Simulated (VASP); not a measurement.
# HC4 in VASP: notebook

The runs below take HC4 through single point, with PBE+D3(BJ).

All numbers are computed with VASP 6.6.1; they aren't measurements. Logs are shortened: lines on timing, memory, paths and dates and some standing lists are left out, and cuts for length are marked.

## (1) The cell of the first run

The cell holds a slab with vacuum, 10 atoms: a = 4.931 Å, b = 4.931 Å, c = 18.000 Å, α = 90.00°, β = 90.00°, γ = 120.00°.

## (2) Single point, PBE+D3(BJ)

Contents of INCAR:

```
  PREC = Accurate
  ENCUT = 520
  EDIFF = 1E-7
  ISMEAR = 0
  SIGMA = 0.1
  LREAL = F
  LASPH = T
  NELM = 100
  ALGO = Normal
  ISIF = 2
  LWAVE = F
  LCHARG = F
  LDIPOL = T
  IDIPOL = 3
  DIPOL = 0.5 0.5 0.234
  GGA = PE
  IVDW = 12
  NBANDS = 28
```

Contents of KPOINTS:

```
Automatic mesh
0
Gamma
  6 6 1
```

Contents of POSCAR:

```
HC4
1.0
    4.9313048819      0.0000000000      0.0000000000
   -2.4656524409      4.2706353015      0.0000000000
    0.0000000000      0.0000000000     18.0000331942
C H
8 2
Direct
    0.3333333333      0.1666666667      0.2222236565
    0.3333333333      0.6666666667      0.2222236565
    0.8333333333      0.1666666667      0.2222236565
    0.8333333333      0.6666666667      0.2222236565
    0.1666666667      0.3333333333      0.2222218124
    0.1666666667      0.8333333333      0.2222218124
    0.6666666667      0.3333333333      0.2222218124
    0.6666666667      0.8333333333      0.2222218124
    0.2135881515      0.1666666667      0.2827791004
    0.4530785152      0.1666666667      0.2827791004
```

Potentials or basis: VASP PAW PBE potentials, release 64 (C, H).

On the command line:

```bash
> cat potpaw_PBE.64/C/POTCAR potpaw_PBE.64/H/POTCAR > POTCAR
> mpirun -np 1 vasp_std > vasp.out
```

OUTCAR:

```text
PREC = Accurate
   ENCUT = 520
   EDIFF = 1E-7
   ISMEAR = 0
   LREAL = F
   LASPH = T
   NELM = 100
   ISIF = 2
   GGA = PE
   IVDW = 12
 IVDW          = 12

 ion  position               nearest neighbor table
   1  0.333  0.167  0.222-   9 1.24  10 1.24   5 1.42   6 1.42   7 1.42
   2  0.333  0.667  0.222-   6 1.42   5 1.42   8 1.42
   3  0.833  0.167  0.222-   7 1.42   8 1.42   5 1.42
   4  0.833  0.667  0.222-   8 1.42   7 1.42   6 1.42
   5  0.167  0.333  0.222-   1 1.42   2 1.42   3 1.42   9 1.45
   6  0.167  0.833  0.222-   2 1.42   1 1.42   4 1.42
   7  0.667  0.333  0.222-   3 1.42   4 1.42   1 1.42  10 1.45
   8  0.667  0.833  0.222-   4 1.42   3 1.42   2 1.42
   9  0.214  0.167  0.283-   1 1.24   5 1.45
  10  0.453  0.167  0.283-   1 1.24   7 1.45

  LATTYP: Found a hexagonal cell.
 ALAT       =     4.9313048819
 C/A-ratio  =     3.6501562214

  Lattice vectors:

 A1 = (   4.9313048819,   0.0000000000,   0.0000000000)
 A2 = (  -2.4656524409,   4.2706353015,   0.0000000000)
 A3 = (   0.0000000000,   0.0000000000,  18.0000331942)

Analysis of symmetry for initial positions (statically):
=====================================================================
 Subroutine PRICEL returns:
 Original cell was already a primitive cell.

 Routine SETGRP: Setting up the symmetry group for a
 hexagonal supercell.

 Subroutine GETGRP returns: Found  2 space group operations
 (whereof  1 operations were pure point group operations)
 out of a pool of 24 trial point group operations.

The static configuration has the point symmetry C_1 .
 The point group associated with its full space group is C_1h.

Analysis of symmetry for dynamics (positions and initial velocities):
=====================================================================
 Subroutine PRICEL returns:
 Original cell was already a primitive cell.

 Routine SETGRP: Setting up the symmetry group for a
 hexagonal supercell.

 Subroutine GETGRP returns: Found  2 space group operations
 (whereof  1 operations were pure point group operations)
 out of a pool of 24 trial point group operations.

The dynamic configuration has the point symmetry C_1 .
 The point group associated with its full space group is C_1h.

 Subroutine INISYM returns: Found  2 space group operations
 (whereof  1 operations are pure point group operations),
 and found     1 'primitive' translations

[... 111 lines left out ...]
   EMIN   =  10.00;   EMAX   =-10.00  energy-range for DOS
   EFERMI =   0.00;   METHOD = LEGACY
   ISMEAR =     0;   SIGMA  =   0.10  broadening in eV -4-tet -1-fermi 0-gaus
   EFERMI_NEDOS =   21; number of points for ismear=-14 and -15
   IALGO  =     38    algorithm
   IMIX   =      4    mixing-type and parameters
     AMIX     =   0.40;   BMIX     =  1.00
     AMIX_MAG =   1.60;   BMIX_MAG =  1.00
  volume/ion in A,a.u.               =      37.91       255.81
  Fermi-wavevector in a.u.,A,eV,Ry     =   0.732811  1.384812  7.306489  0.537012
  Thomas-Fermi vector in A             =   1.825366
   LORBIT       =      0    0 simple, 1 ext, 2 COOP (PROOUT), +10 PAW based schemes
   GGA     = PE    functional components
   LHFCALC =     F    Hartree Fock is set to
   AEXX    =    0.0000 exact exchange contribution
   IVDW    =    12    specifies the selected vdW correction
   LEPSILON=     F    determine dielectric tensor
   LRPA    =     F    only Hartree local field effects (RPA)
 non-spin polarized calculation
 Gauss-broadening in eV      SIGMA  =   0.10
  energy-cutoff  :      520.00
  volume of cell :      379.08
 maximum number of plane-waves:     10258
 NGX is ok and might be reduce to    40
   NGX = 19   NGY = 19   NGZ = 67

 dipolmoment           0.000000      0.000000      0.000009 electrons x Angstroem

 number of electron      33.9999998 magnetization

 dipolmoment           0.000000      0.000000     -0.121681 electrons x Angstroem

 Free energy of the ion-electron system (eV)
  ---------------------------------------------------
  ext. energy  EPLUGINS =         0.00000000
  ---------------------------------------------------
  free energy    TOTEN  =       -74.64015506 eV

  energy without entropy =      -74.63531701  energy(sigma->0) =      -74.63773603

 E-fermi :  -1.4611     XC(G=0):  -2.6425

 val. band max:       -1.5152356343   @ k =   0.0000   0.3333   0.0000
 cond. band min:      -1.4038470512   @ k =   0.5000   0.0000   0.0000
 fundamental gap:      0.1113885830
 Fermi energy:        -1.4610548772

 k-point     1 :       0.0000    0.0000    0.0000
  band No.  band energies     occupation
      1     -22.9831      2.00000
      2     -18.4381      2.00000
      3     -17.2707      2.00000
      4     -16.7231      2.00000
      5     -15.9255      2.00000
      6     -15.8283      2.00000
[... 392 lines left out ...]
     27       4.3978      0.00000
     28       4.5025      0.00000

------------------------ aborting loop because EDIFF is reached ----------------------------------------

 vacuum level on the upper side and lower side of the slab       (xc-potential included)        -0.516         0.499

 Edisp (eV)   -0.78801

 E8    (eV) :    -0.2375

  FORCE on cell =-STRESS in cart. coord.  units (eV):
  Direction    XX          YY          ZZ          XY          YZ          ZX
  --------------------------------------------------------------------------------------
  -------------------------------------------------------------------------------------
  Total       8.19492     7.85852     3.59310     0.00000     1.40453     0.00000
  in kB      34.63599    33.21421    15.18632     0.00000     5.93625     0.00000
  external pressure =       27.68 kB  Pullay stress =        0.00 kB

 VOLUME and BASIS-vectors are now :
 -----------------------------------------------------------------------------
  energy-cutoff  :      520.00
  volume of cell :      379.08
      direct lattice vectors                 reciprocal lattice vectors
     4.931304882  0.000000000  0.000000000     0.202786083  0.117078599  0.000000000
    -2.465652441  4.270635301  0.000000000     0.000000000  0.234157199  0.000000000
     0.000000000  0.000000000 18.000033194     0.000000000  0.000000000  0.055555453

 POSITION                                       TOTAL-FORCE (eV/Angst)
 -----------------------------------------------------------------------------------
      1.23283      0.71177      4.00003        -0.000000     -1.226197      1.267560
     -0.00000      2.84709      4.00003        -0.349879      0.779846     -0.124600
      3.69848      0.71177      4.00003        -0.000000     -0.298659     -0.609683
      2.46565      2.84709      4.00003         0.349879      0.779846     -0.124600
      0.00000      1.42355      4.00000        -3.114645      1.355097     -0.993462
     -1.23283      3.55886      4.00000        -0.000000     -4.121179     -2.027700
      2.46565      1.42355      4.00000         3.114645      1.355097     -0.993462
      1.23283      3.55886      4.00000         0.000000      0.088150      0.243240
      0.64233      0.71177      5.09003        -0.476117      0.643999      1.681354
      1.82333      0.71177      5.09003         0.476117      0.643999      1.681354
 -----------------------------------------------------------------------------------
    total drift:                               -0.000000      0.000150      0.000546

  FREE ENERGIE OF THE ION-ELECTRON SYSTEM (eV)
  ---------------------------------------------------
  free  energy   TOTEN  =       -75.4281611878 eV

  energy  without entropy=      -75.4233231398  energy(sigma->0) =      -75.42574216

 vacuum level on the upper side and lower side of the slab         1.204         2.252
```

OSZICAR:

```text
N       E                     dE             d eps       ncg     rms          rms(c)
DAV:   1     0.280804522264E+03    0.28080E+03   -0.12646E+04   776   0.899E+02
DAV:   2    -0.372047756433E+02   -0.31801E+03   -0.29972E+03  1180   0.220E+02
DAV:   3    -0.794846561422E+02   -0.42280E+02   -0.41903E+02   868   0.872E+01
DAV:   4    -0.807168086706E+02   -0.12322E+01   -0.12263E+01  1008   0.185E+01
[... 17 lines left out ...]
DAV:  22    -0.746401531484E+02   -0.40060E-05   -0.37385E-07   584   0.851E-04    0.142E-04
DAV:  23    -0.746401541475E+02   -0.99912E-06   -0.77403E-08   632   0.432E-04    0.804E-05
DAV:  24    -0.746401546118E+02   -0.46424E-06   -0.35268E-08   604   0.288E-04    0.452E-05
DAV:  25    -0.746401549921E+02   -0.38035E-06   -0.28331E-08   604   0.226E-04    0.473E-05
DAV:  26    -0.746401550575E+02   -0.65395E-07   -0.66439E-10   664   0.115E-04
   1 F= -.75428161E+02 E0= -.75425742E+02  d E =-.483805E-02
```

stdout:

```text
POSCAR found type information on POSCAR C H
 POSCAR found :  2 types and      10 ions
 scaLAPACK will be used
 LDA part: xc-table for (Slater+PW92), standard interpolation
 POSCAR, INCAR and KPOINTS ok, starting setup
 FFT: planning ... GRIDC
 FFT: planning ... GRID_SOFT
 FFT: planning ... GRID
 WAVECAR not read
 entering main loop
```

Wall time 3.2 min (1 thread of Intel Xeon Platinum 8488C (Sapphire Rapids), shared host); peak memory 0.54 GiB.

Results:

| Property | Result |
| --- | --- |
| Free energy | -75.4282 eV |
| Largest force | 4.593 eV/Å |
| Band gap on the k mesh | zero (bands 17 and 18 overlap by 0.58 eV) |
| Dispersion energy per atom | -0.079 eV |

Forces in eV/Å, atoms in the order of the input:
```
C    0.000 -1.226  1.268
C   -0.350  0.780 -0.125
C    0.000 -0.299 -0.610
C    0.350  0.780 -0.125
C   -3.115  1.355 -0.993
C    0.000 -4.121 -2.028
C    3.115  1.355 -0.993
C    0.000  0.088  0.243
H   -0.476  0.644  1.681
H    0.476  0.644  1.681
```

Levels at points of the mesh, in eV from the Fermi level:
```
           k point  band 15  band 16  band 17  band 18  band 19  band 20
(0.00, 0.00, 0.00)    -3.72    -3.35    -0.62    -0.44     0.51     0.89
(0.50, 0.00, 0.00)    -4.65    -3.92     0.06     1.49     1.72     3.00
(0.00, 0.50, 0.00)    -4.56    -4.39     0.14     0.85     1.90     3.71
```

## (3) Single point, PBE+D3(BJ)

Contents of INCAR:

```
PREC = Accurate
ENCUT = 520
EDIFF = 1E-7
ISMEAR = 0
SIGMA = 0.1
LREAL = F
LASPH = T
NELM = 60
ALGO = Normal
ISIF = 2
LWAVE = F
LCHARG = F
LDIPOL = T
IDIPOL = 3
DIPOL = 0.5 0.5 0.262
GGA = PE
IVDW = 12
NBANDS = 28
```

Contents of KPOINTS:

```
regular mesh
0
Gamma
  6 6 1
```

Edit POSCAR of step 2 so:

```diff
@@ -16,3 +16,3 @@
     0.6666666667      0.8333333333      0.2222218124
-    0.2135881515      0.1666666667      0.2827791004
-    0.4530785152      0.1666666667      0.2827791004
+    0.2135881515      0.1666666667      0.4222232877
+    0.4530785152      0.1666666667      0.4222232877
```

Potentials or basis: VASP PAW PBE potentials, release 64 (C, H).

On the command line:

```bash
> cat potpaw_PBE.64/C/POTCAR potpaw_PBE.64/H/POTCAR > POTCAR
> mpirun -np 1 vasp_std > vasp.out
```

Run time: 3.6 min. Hardware: 1 thread of Intel Xeon Platinum 8488C (Sapphire Rapids), shared host; peak memory 0.56 GiB.

It converged, with:

| Item | Value |
| --- | --- |
| Free energy | -79.8535 eV |
| Largest force | 4.661 eV/Å |
| Band gap on the k mesh | zero (filled and empty bands touch) |
| Dispersion energy per atom | -0.078 eV |

Forces in eV/Å, atoms in the order of the input:
```
C    0.000 -0.001 -0.004
C   -0.003  0.001  0.007
C    0.000  0.002  0.010
C    0.003  0.001  0.007
C    0.011 -0.003  0.007
C    0.000  0.008  0.003
C   -0.011 -0.003  0.007
C    0.000 -0.005  0.010
H    4.661  0.000 -0.024
H   -4.661  0.000 -0.024
```

Levels at points of the mesh, in eV from the Fermi level:
```tsv
k point	band 15	band 16	band 17	band 18	band 19	band 20
(0.00, 0.00, 0.00)	-2.36	-2.36	-2.36	1.66	1.68	1.68
(0.50, 0.00, 0.00)	-4.56	-2.74	-2.73	1.88	2.82	2.82
(0.00, 0.50, 0.00)	-4.61	-2.74	-2.74	2.81	2.82	3.04
```

## (4) Single point, PBE+D3(BJ)

Contents of INCAR:

```
PREC     = Accurate       # precision mode
ENCUT    = 520            # plane-wave cutoff, eV
EDIFF    = 1E-6           # SCF threshold, eV
ISMEAR   = 0              # smearing method
SIGMA    = 0.1            # smearing width, eV
LREAL    = F              # projectors in reciprocal space
LASPH    = T              # aspherical terms in the spheres
NELM     = 80             # most SCF steps
ALGO     = Normal         # electronic algorithm
ISIF     = 2              # what is computed and relaxed
LWAVE    = F              # write WAVECAR
LCHARG   = F              # write CHGCAR
LDIPOL   = T            
IDIPOL   = 3            
DIPOL    = 0.5 0.5 0.231
GGA      = PE             # functional
IVDW     = 12             # dispersion correction
NBANDS   = 28             # bands
```

KPOINTS is that of step 3.

Edit POSCAR of step 3 so:

```diff
@@ -16,3 +16,3 @@
     0.6666666667      0.8333333333      0.2222218124
-    0.2135881515      0.1666666667      0.4222232877
-    0.4530785152      0.1666666667      0.4222232877
+    0.1817507365      0.1666666667      0.2650013554
+    0.4849159302      0.1666666667      0.2650013554
```

On the command line:

```bash
> cat potpaw_PBE.64/C/POTCAR potpaw_PBE.64/H/POTCAR > POTCAR
> mpirun -np 1 vasp_std > vasp.out
```

Wall time 3.5 min (1 thread of Intel Xeon Platinum 8488C (Sapphire Rapids), shared host); peak memory 0.53 GiB.

Results (log left out):

| Quantity | Value |
| --- | --- |
| Free energy | -73.6577 eV |
| Largest force | 6.891 eV/Å |
| Band gap on the k mesh | zero (bands 17 and 18 overlap by 0.81 eV) |
| Dispersion energy per atom | -0.078 eV |

Forces on the atoms (eV/Å):
```
C    0.000 -2.223 -6.522
C   -0.138  1.164  0.247
C    0.000 -0.995 -0.957
C    0.138  1.164  0.247
C   -3.667  2.395 -2.034
C    0.000 -3.944 -1.479
C    3.667  2.395 -2.034
C    0.000  0.109 -0.136
H   -1.816 -0.033  6.334
H    1.816 -0.033  6.334
```

Levels at points of the mesh, in eV from the Fermi level:
```
           k point  band 14  band 15  band 16  band 17  band 18  band 19  band 20  band 21
(0.00, 0.00, 0.00)    -4.67    -4.31    -3.88    -0.99    -0.44     0.07     1.10     2.58
(0.50, 0.00, 0.00)    -6.35    -4.92    -4.43     0.10     1.06     2.75     3.17     4.11
(0.00, 0.50, 0.00)    -6.08    -5.01    -4.82     0.38     0.53     2.65     3.46     4.24
```

## (5) Single point, PBE+D3(BJ)

Contents of INCAR:

```
SYSTEM = HC4
PREC = Accurate
ENCUT = 520
EDIFF = 1E-6
ISMEAR = 0
SIGMA = 0.1
LREAL = .FALSE.
LASPH = .TRUE.
NELM = 100
ALGO = Normal
ISIF = 2
LWAVE = .FALSE.
LCHARG = .TRUE.
LDIPOL = .TRUE.
IDIPOL = 3
DIPOL = 0.5 0.5 0.238
GGA = PE
IVDW = 12
LELF = .TRUE.
LVHAR = .TRUE.
LVACPOTAV = .TRUE.
NBANDS = 28
```

Contents of KPOINTS:

```
Automatic mesh
0
G
  6 6 1
  0 0 0
```

Edit POSCAR of step 4 so:

```diff
@@ -16,3 +16,3 @@
     0.6666666667      0.8333333333      0.2222218124
-    0.1817507365      0.1666666667      0.2650013554
-    0.4849159302      0.1666666667      0.2650013554
+    0.1817507365      0.1666666667      0.3005568454
+    0.4849159302      0.1666666667      0.3005568454
```

On the command line:

```bash
> cat potpaw_PBE.64/C/POTCAR potpaw_PBE.64/H/POTCAR > POTCAR
> mpirun -np 1 vasp_std > vasp.out
```

It took 3.3 min on 1 thread of Intel Xeon Platinum 8488C (Sapphire Rapids), shared host; peak memory 0.53 GiB.

The run converged. Its results:

```yaml
Free_energy: -76.0310 eV
Largest_force: 2.518 eV/Å
Band_gap_on_the_k_mesh: zero (bands 17 and 18 overlap by 0.45 eV)
Dispersion_energy_per_atom: -0.089 eV
```

Forces in eV/Å, atoms in the order of the input:
```
C    0.000 -0.768  0.429
C   -0.293  0.597 -0.193
C    0.000 -0.238 -0.714
C    0.293  0.597 -0.193
C   -1.368  0.460 -0.457
C    0.000 -2.012 -1.514
C    1.368  0.460 -0.457
C    0.000  0.059  0.393
H    1.563  0.423  1.353
H   -1.563  0.423  1.353
```

Levels at points of the mesh, in eV from the Fermi level:
```csv
k point,band 14,band 15,band 16,band 17,band 18,band 19,band 20,band 21
"(0.00, 0.00, 0.00)",-3.57,-3.35,-2.87,-0.47,-0.39,1.08,1.27,3.58
"(0.50, 0.00, 0.00)",-5.43,-4.06,-3.45,0.06,1.33,2.17,2.89,5.45
"(0.00, 0.50, 0.00)",-5.33,-3.94,-3.79,-0.19,1.04,2.25,4.13,4.79
```

(Continued in part 2 of 2.)
